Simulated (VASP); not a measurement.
A run of VASP 6.6.1:

INCAR

```
SYSTEM = Mg
PREC = Accurate
ENCUT = 520
EDIFF = 1E-7
ISMEAR = -1
SIGMA = 0.1
LREAL = .FALSE.
LASPH = .TRUE.
NELM = 100
ALGO = Normal
ISIF = 2
LWAVE = .FALSE.
LCHARG = .FALSE.
GGA = B5
ALDAX = 1.0
AGGAX = 1.0
AGGAC = 1.0
ALDAC = 0.0
NBANDS = 12
```

File KPOINTS:

```
regular mesh
0
G
  15 15 4
  0 0 0
```

Contents of POSCAR:

```
Mg
1.0
    3.2193196963      0.0000000000      0.0000000000
   -1.6096598481      2.7880126399      0.0000000000
    0.0000000000      0.0000000000     10.4845331084
Mg
4
Direct
    1.0000000000      1.0000000000      0.0000000000
    1.0000000000      1.0000000000      0.5000000000
    0.3333333333      0.6666666667      0.2500000000
    0.6666666667      0.3333333333      0.7500000000
```

Potentials or basis: VASP PAW PBE potentials, release 64 (Mg).

Run with:

```sh
$ cat potpaw_PBE.64/Mg/POTCAR > POTCAR
$ mpirun -np 1 vasp_std > vasp.out
```

Hardware: 1 thread of AMD EPYC 9R45 96-Core Processor (Zen 5), with other jobs on the host.

Question: How long does it take, and how much memory?

Answer: Wall time 38 s on 1 thread of AMD EPYC 9R45 96-Core Processor (Zen 5), on a shared host, peak memory 0.21 GiB. Counts: scf iterations 11, k points 81.
